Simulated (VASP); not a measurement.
Runs of VASP 6.6.1 on BN. The structure is that of space group F-43m (No. 216), or close to it. The cells are those of the table. 

```csv
task,cell,cutoff (eV),smearing,ions in elastic constants,gap on the mesh (eV),pressure (GPa)
single point,"a = 2.564 Å, angles 60.0°, 2 atoms",600,gaussian 0.05 eV,-,4.45,-0.5
single point,"a = 2.564 Å, angles 60.0°, 2 atoms",520,gaussian 0.02 eV,-,4.45,-0.2
single point,"a = 2.608 Å, angles 60.0°, 2 atoms",600,gaussian 0.05 eV,-,(b),(a)
single point,"a = 2.810 Å, angles 60.0°, 2 atoms",520,gaussian 0.05 eV,-,4.10,-61.0
```

Alike in all rows: level PBE; potentials or basis VASP PAW PBE potentials, release 64 (B, N); no spin polarisation; k mesh 8 × 8 × 8.

Problem. Estimate the missing entries.

Solution. (a) -17.8; (b) 4.39.

A k mesh can miss the band edges.
